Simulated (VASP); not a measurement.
A run of VASP 6.6.1 is set up as follows.

File INCAR:

```
SYSTEM = Ni
ALGO     = Normal         ! electronic algorithm
EDIFF    = 1E-7           ! SCF threshold, eV
ENCUT    = 520            ! plane-wave cutoff, eV
GGA      = CA             ! functional
ISIF     = 2              ! what is computed and relaxed
ISMEAR   = -1             ! smearing method
LASPH    = .TRUE.         ! aspherical terms in the spheres
LCHARG   = .FALSE.        ! write CHGCAR
LREAL    = .FALSE.        ! projectors in reciprocal space
LWAVE    = .FALSE.        ! write WAVECAR
NBANDS   = 11             ! bands
NELM     = 80             ! most SCF steps
PREC     = Accurate       ! precision mode
SIGMA    = 0.13605693000000002 ! smearing width, eV
```

File KPOINTS:

```
k-points
0
G
  14 14 14
  0 0 0
```

Contents of POSCAR:

```
Ni
1.0
    2.2627913404      0.0000000000      0.0000000000
    0.0000000000      2.2627913404      0.0000000000
    0.0000000000      0.0000000000      2.2627913404
Ni
1
Direct
    0.0000000000      0.0000000000      0.0000000000
```

Potentials or basis: VASP PAW LDA potentials, release 64 (Ni).

Command:

```sh
$ cat potpaw_LDA.64/Ni/POTCAR > POTCAR
$ mpirun -np 1 vasp_std > vasp.out
```

Problem. Estimate the pressure.

Solution. -0.7 GPa.

Problem. Predict the band gap on the k mesh.

Solution. Zero (band 5 reaches 9.07 eV, above the bottom of band 6 at 7.65 eV).

Caveat: the run has no spin polarisation, though such a crystal can be magnetic. Spin polarisation is off, so any magnetic state and its effect on volume and gap are missing.
